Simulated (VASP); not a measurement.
# SbTePd (P2_13) in VASP: single point with r2SCAN

Aim: the single point of SbTePd with r2SCAN.

Everything below comes from runs of VASP 6.6.1. Logs are shortened: lines on timing, memory, paths and dates and some standing lists are left out, and cuts for length are marked.

## (1) The cell of the first run

It takes space group P2_13 (No. 198, cubic). The conventional cell has a = 6.640 Å, b = 6.640 Å, c = 6.640 Å, α = 90.00°, β = 90.00°, γ = 90.00°. Within 3.6 Å of Pd (site symmetry 3) lie 3 Te at 2.74 Å and 3 Sb at 2.76 Å. Sb (site symmetry 3) has 3 Pd at 2.76 Å and 7 Te at 2.92 to 3.70 Å within 3.7 Å. Within 3.7 Å of Te (site symmetry 3) lie 3 Pd at 2.74 Å and 7 Sb at 2.92 to 3.70 Å.

## (2) Single point, r2SCAN

The input, POSCAR:

```
SbTePd
1.0
    6.6396808900      0.0000000000      0.0000000000
    0.0000000000      6.6396808900      0.0000000000
    0.0000000000      0.0000000000      6.6396808900
Pd Sb Te
4 4 4
Direct
    0.9980200000      0.9980200000      0.9980200000
    0.5019800000      0.0019800000      0.4980200000
    0.4980200000      0.5019800000      0.0019800000
    0.0019800000      0.4980200000      0.5019800000
    0.6270900000      0.6270900000      0.6270900000
    0.8729100000      0.3729100000      0.1270900000
    0.1270900000      0.8729100000      0.3729100000
    0.3729100000      0.1270900000      0.8729100000
    0.3727800000      0.3727800000      0.3727800000
    0.1272200000      0.6272200000      0.8727800000
    0.8727800000      0.1272200000      0.6272200000
    0.6272200000      0.8727800000      0.1272200000
```

The input, INCAR.step1:

```
SYSTEM = SbTePd
PREC     = Accurate       ! precision mode
ENCUT    = 520            ! plane-wave cutoff, eV
ISMEAR   = -1             ! smearing method
SIGMA    = 0.0514         ! smearing width, eV
LREAL    = .FALSE.        ! projectors in reciprocal space
LASPH    = .TRUE.         ! aspherical terms in the spheres
NELM     = 60             ! most SCF steps
NBANDS   = 54             ! bands
GGA      = PE             ! functional
ALGO     = Normal         ! electronic algorithm
EDIFF    = 1E-4           ! SCF threshold, eV
LWAVE    = .TRUE.         ! write WAVECAR
LCHARG   = .FALSE.        ! write CHGCAR
```

The input, INCAR.step2:

```
SYSTEM = SbTePd
PREC     = Accurate       ! precision mode
ENCUT    = 520            ! plane-wave cutoff, eV
EDIFF    = 1E-6           ! SCF threshold, eV
ISMEAR   = -1             ! smearing method
SIGMA    = 0.0514         ! smearing width, eV
LREAL    = .FALSE.        ! projectors in reciprocal space
LASPH    = .TRUE.         ! aspherical terms in the spheres
NELM     = 60             ! most SCF steps
ALGO     = Normal         ! electronic algorithm
ISIF     = 2              ! what is computed and relaxed
LWAVE    = .FALSE.        ! write WAVECAR
LCHARG   = .FALSE.        ! write CHGCAR
METAGGA  = R2SCAN         ! meta-GGA
LMIXTAU  = .TRUE.       
NBANDS   = 54             ! bands
ISTART   = 1
```

The input, KPOINTS:

```
regular mesh
0
G
  5 5 5
  0 0 0
```

Potentials or basis: VASP PAW PBE potentials, release 64 (Pd, Sb, Te).

Started as:

```sh
$ cat potpaw_PBE.64/Pd/POTCAR potpaw_PBE.64/Sb/POTCAR potpaw_PBE.64/Te/POTCAR > POTCAR
$ cp INCAR.step1 INCAR
$ mpirun -np 1 vasp_std > vasp.out
$ cp INCAR.step2 INCAR
$ mpirun -np 1 vasp_std > vasp.out
```

OUTCAR:

```text
SYSTEM = SbTePd
   PREC = Accurate
   ENCUT = 520
   EDIFF = 1E-6
   ISMEAR = -1
   LREAL = .FALSE.
   LASPH = .TRUE.
   NELM = 60
   ISIF = 2
   METAGGA = R2SCAN
   ISTART = 1

 ion  position               nearest neighbor table
   1  0.998  0.998  0.998-  10 2.74  11 2.74  12 2.74   6 2.76   7 2.76   8 2.76
   2  0.502  0.002  0.498-   9 2.74  11 2.74  12 2.74   5 2.76   7 2.76   8 2.76
   3  0.498  0.502  0.002-   9 2.74  10 2.74  12 2.74   5 2.76   6 2.76   8 2.76
   4  0.002  0.498  0.502-   9 2.74  10 2.74  11 2.74   5 2.76   6 2.76   7 2.76
   5  0.627  0.627  0.627-   2 2.76   3 2.76   4 2.76   9 2.92  10 3.70  11 3.70  12 3.70  11 3.70
                            12 3.70  10 3.70
   6  0.873  0.373  0.127-   1 2.76   3 2.76   4 2.76  10 2.92   9 3.70  11 3.70  12 3.70  11 3.70
                            12 3.70   9 3.70
   7  0.127  0.873  0.373-   1 2.76   2 2.76   4 2.76  11 2.92  10 3.70   9 3.70  12 3.70  12 3.70
                            10 3.70   9 3.70
   8  0.373  0.127  0.873-   1 2.76   2 2.76   3 2.76  12 2.92  10 3.70  11 3.70   9 3.70  10 3.70
                             9 3.70  11 3.70
   9  0.373  0.373  0.373-   2 2.74   3 2.74   4 2.74   5 2.92   6 3.70   7 3.70   8 3.70   7 3.70
                             8 3.70   6 3.70
  10  0.127  0.627  0.873-   1 2.74   3 2.74   4 2.74   6 2.92   5 3.70   7 3.70   8 3.70   7 3.70
                             8 3.70   5 3.70
  11  0.873  0.127  0.627-   1 2.74   2 2.74   4 2.74   7 2.92   6 3.70   5 3.70   8 3.70   8 3.70
                             6 3.70   5 3.70
  12  0.627  0.873  0.127-   1 2.74   2 2.74   3 2.74   8 2.92   6 3.70   7 3.70   5 3.70   6 3.70
                             5 3.70   7 3.70

  LATTYP: Found a simple cubic cell.
 ALAT       =     6.6396808900

  Lattice vectors:

 A1 = (   6.6396808900,   0.0000000000,   0.0000000000)
 A2 = (   0.0000000000,   6.6396808900,   0.0000000000)
 A3 = (   0.0000000000,   0.0000000000,   6.6396808900)

Analysis of symmetry for initial positions (statically):
=====================================================================
 Subroutine PRICEL returns:
 Original cell was already a primitive cell.

 Routine SETGRP: Setting up the symmetry group for a
 simple cubic supercell.

 Subroutine GETGRP returns: Found 12 space group operations
 (whereof  3 operations were pure point group operations)
 out of a pool of 48 trial point group operations.

The static configuration has the point symmetry C_3 .
 The point group associated with its full space group is T   .

Analysis of symmetry for dynamics (positions and initial velocities):
=====================================================================
 Subroutine PRICEL returns:
 Original cell was already a primitive cell.

 Routine SETGRP: Setting up the symmetry group for a
 simple cubic supercell.

 Subroutine GETGRP returns: Found 12 space group operations
 (whereof  3 operations were pure point group operations)
 out of a pool of 48 trial point group operations.

The dynamic configuration has the point symmetry C_3 .
 The point group associated with its full space group is T   .

 Subroutine INISYM returns: Found 12 space group operations
 (whereof  3 operations are pure point group operations),
 and found     1 'primitive' translations

----------------------------------------------------------------------------------------

                                     Primitive cell

  volume of cell :     292.7127

  direct lattice vectors                    reciprocal lattice vectors
     6.639680890  0.000000000  0.000000000     0.150609648  0.000000000  0.000000000
     0.000000000  6.639680890  0.000000000     0.000000000  0.150609648  0.000000000
     0.000000000  0.000000000  6.639680890     0.000000000  0.000000000  0.150609648

  length of vectors
     6.639680890  6.639680890  6.639680890     0.150609648  0.150609648  0.150609648

  position of ions in fractional coordinates (direct lattice)
     0.998020000  0.998020000  0.998020000
     0.501980000  0.001980000  0.498020000
     0.498020000  0.501980000  0.001980000
     0.001980000  0.498020000  0.501980000
     0.627090000  0.627090000  0.627090000
     0.872910000  0.372910000  0.127090000
[... 31 lines left out ...]

  Cartesian coordinates                     Fractional coordinates (reciprocal lattice)
     0.030121930  0.000000000  0.000000000     0.200000000  0.000000000  0.000000000
     0.000000000  0.030121930  0.000000000     0.000000000  0.200000000  0.000000000
     0.000000000  0.000000000  0.030121930     0.000000000  0.000000000  0.200000000

  Length of vectors
     0.030121930  0.030121930  0.030121930

  Shift w.r.t. Gamma in fractional coordinates (k-lattice)
     0.000000000  0.000000000  0.000000000

 Subroutine IBZKPT returns following result:
 ===========================================

 Found     11 irreducible k-points:

 Following reciprocal coordinates:
            Coordinates               Weight
  0.000000  0.000000  0.000000      1.000000
  0.200000  0.000000  0.000000      6.000000
  0.400000  0.000000  0.000000      6.000000
  0.200000  0.200000  0.000000     12.000000
  0.400000  0.200000  0.000000     12.000000
 -0.200000  0.400000  0.000000     12.000000
  0.400000  0.400000  0.000000     12.000000
  0.200000  0.200000  0.200000      8.000000
  0.400000  0.200000  0.200000     24.000000
  0.400000  0.400000  0.200000     24.000000
  0.400000  0.400000  0.400000      8.000000
   k-points           NKPTS =     11   k-points in BZ     NKDIM =     11   number of bands    NBANDS=     54
   number of dos      NEDOS =    301   number of ions     NIONS =     12
   total plane-waves  NPLWV = 125000
   dimension x,y,z NGX =    50 NGY =   50 NGZ =   50
   dimension x,y,z NGXF=   100 NGYF=  100 NGZF=  100
   ions per type =               4   4   4
   NGX,Y,Z   is equivalent  to a cutoff of  12.52, 12.52, 12.52 a.u.
   NGXF,Y,Z  is equivalent  to a cutoff of  25.04, 25.04, 25.04 a.u.
 SYSTEM =  SbTePd
   PREC   = accura    normal or accurate (medium, high low for compatibility)
   ISTART =      1    job   : 0-new  1-cont  2-samecut
   ICHARG =      0    charge: 1-file 2-atom 10-const
   ISPIN  =      1    spin polarized calculation?
   LNONCOLLINEAR =      F non collinear calculations
   LSORBIT =      F    spin-orbit coupling
   LASPH  =      T    aspherical Exc in radial PAW
   ENCUT  =  520.0 eV  38.22 Ry    6.18 a.u.  12.35 12.35 12.35*2*pi/ulx,y,z
   NELM   =     60;   NELMIN=  2; NELMDL=  0     # of ELM steps
   EDIFF  = 0.1E-05   stopping-criterion for ELM
   LREAL  =      F    real-space projection
   EDIFFG = 0.1E-04   stopping-criterion for IOM
   NSW    =      0    number of steps for IOM
   IBRION =     -1    ionic relax: 0-MD 1-quasi-New 2-CG
   NFREE  =      0    steps in history (QN), initial steepest desc. (CG)
   ISIF   =      2    stress and relaxation
   ISYM   =      2    0-nonsym 1-usesym 2-fastsym
   POTIM  = 0.5000    time-step for ionic-motion
   TEBEG  =    0.0;   TEEND  =   0.0 temperature during run
   PSTRESS=    0.0 pullay stress
   NELECT =      84.0000    total number of electrons
   NUPDOWN=      -1.0000    fix difference up-down
   EMIN   =  10.00;   EMAX   =-10.00  energy-range for DOS
   EFERMI =   0.00;   METHOD = LEGACY
   ISMEAR =    -1;   SIGMA  =   0.05  broadening in eV -4-tet -1-fermi 0-gaus
   EFERMI_NEDOS =   21; number of points for ismear=-14 and -15
   IALGO  =     38    algorithm
   IMIX   =      4    mixing-type and parameters
     AMIX     =   0.40;   BMIX     =  1.00
     AMIX_MAG =   1.60;   BMIX_MAG =  1.00
  volume/ion in A,a.u.               =      24.39       164.61
  Fermi-wavevector in a.u.,A,eV,Ry     =   1.079827  2.040577 15.864742  1.166026
  Thomas-Fermi vector in A             =   2.215802
   LORBIT       =      0    0 simple, 1 ext, 2 COOP (PROOUT), +10 PAW based schemes
   METAGGA = R2SCAN    functional components
   LHFCALC =     F    Hartree Fock is set to
   AEXX    =    0.0000 exact exchange contribution
   IVDW    =     0    specifies the selected vdW correction
   LEPSILON=     F    determine dielectric tensor
   LRPA    =     F    only Hartree local field effects (RPA)
 non-spin polarized calculation
  energy-cutoff  :      520.00
  volume of cell :      292.71
 maximum number of plane-waves:      7917
 NGX is ok and might be reduce to    50
   NGX = 25   NGY = 25   NGZ = 25

 number of electron      83.9999993 magnetization

 Free energy of the ion-electron system (eV)
  ---------------------------------------------------
  ext. energy  EPLUGINS =         0.00000000
  ---------------------------------------------------
  free energy    TOTEN  =      -300.77633262 eV

  energy without entropy =     -300.73320402  energy(sigma->0) =     -300.75476832

 E-fermi :   8.1050     XC(G=0): -11.0385

 val. band max:        8.0971578622   @ k =  -0.2000   0.4000   0.0000
 cond. band min:       8.1819093618   @ k =   0.4000   0.0000   0.0000
 fundamental gap:      0.0847514996
 Fermi energy:         8.1049970149

 k-point     1 :       0.0000    0.0000    0.0000
  band No.  band energies     occupation
      1      -5.4701      2.00000
      2      -4.0124      2.00000
      3      -4.0124      2.00000
      4      -4.0124      2.00000
      5      -1.6106      2.00000
      6      -1.6106      2.00000
[... 616 lines left out ...]
     53      12.7800      0.00000
     54      13.1114      0.00000

------------------------ aborting loop because EDIFF is reached ----------------------------------------

  FORCE on cell =-STRESS in cart. coord.  units (eV):
  Direction    XX          YY          ZZ          XY          YZ          ZX
  --------------------------------------------------------------------------------------
  -------------------------------------------------------------------------------------
  Total       -2.6487855     -2.6487855     -2.6487855      0.0000000      0.0000000      0.0000000
  in kB      -14.4982557    -14.4982557    -14.4982557      0.0000000      0.0000000      0.0000000
  external PRESSURE =     -14.4982557 kB  Pullay stress =       0.0000000 kB

 VOLUME and BASIS-vectors are now :
 -----------------------------------------------------------------------------
  energy-cutoff  :      520.00
  volume of cell :      292.71
      direct lattice vectors                 reciprocal lattice vectors
     6.639680890  0.000000000  0.000000000     0.150609648  0.000000000  0.000000000
     0.000000000  6.639680890  0.000000000     0.000000000  0.150609648  0.000000000
     0.000000000  0.000000000  6.639680890     0.000000000  0.000000000  0.150609648

 POSITION                                       TOTAL-FORCE (eV/Angst)
 -----------------------------------------------------------------------------------
      6.62653      6.62653      6.62653         0.296376      0.296376      0.296376
      3.33299      0.01315      3.30669        -0.296376     -0.296376      0.296376
      3.30669      3.33299      0.01315         0.296376     -0.296376     -0.296376
      0.01315      3.30669      3.33299        -0.296376      0.296376     -0.296376
      4.16368      4.16368      4.16368        -0.035643     -0.035643     -0.035643
      5.79584      2.47600      0.84384         0.035643      0.035643     -0.035643
      0.84384      5.79584      2.47600        -0.035643      0.035643      0.035643
      2.47600      0.84384      5.79584         0.035643     -0.035643      0.035643
      2.47514      2.47514      2.47514         0.168804      0.168804      0.168804
      0.84470      4.16454      5.79498        -0.168804     -0.168804      0.168804
      5.79498      0.84470      4.16454         0.168804     -0.168804     -0.168804
      4.16454      5.79498      0.84470        -0.168804      0.168804     -0.168804
 -----------------------------------------------------------------------------------
    total drift:                               -0.000000     -0.000000      0.000000

  FREE ENERGIE OF THE ION-ELECTRON SYSTEM (eV)
  ---------------------------------------------------
  free  energy   TOTEN  =      -300.7763326162 eV

  energy  without entropy=     -300.7332040165  energy(sigma->0) =     -300.75476832
```

Run time: 7 min. Hardware: 1 thread of Intel Xeon Platinum 8488C (Sapphire Rapids), shared host; peak memory 0.47 GiB.

What came out:

| Property | Result |
| --- | --- |
| Free energy | -300.7763 eV |
| Pressure | -1.4 GPa |
| Largest force | 0.513 eV/Å |
| Band gap on the k mesh | zero (bands 42 and 43 overlap by 1.23 eV) |

Forces in eV/Å, atoms in the order of the input:
```
Pd   0.296  0.296  0.296
Pd  -0.296 -0.296  0.296
Pd   0.296 -0.296 -0.296
Pd  -0.296  0.296 -0.296
Sb  -0.036 -0.036 -0.036
Sb   0.036  0.036 -0.036
Sb  -0.036  0.036  0.036
Sb   0.036 -0.036  0.036
Te   0.169  0.169  0.169
Te  -0.169 -0.169  0.169
Te   0.169 -0.169 -0.169
Te  -0.169  0.169 -0.169
```

Levels at points of the mesh, in eV from the Fermi level:
```csv
k point,band 38,band 39,band 40,band 41,band 42,band 43,band 44,band 45,band 46,band 47
"(0.00, 0.00, 0.00)",-1.26,-1.26,-1.26,-1.05,-1.05,-1.05,0.33,1.80,1.80,1.80
```

Caveat: the PAW data sets were made with another functional, which shifts forces and pressure a little; spin-orbit coupling is left out, which moves the levels of the heavy elements.

The gap in the log of VASP goes by the Fermi energy; the results here count the filled bands.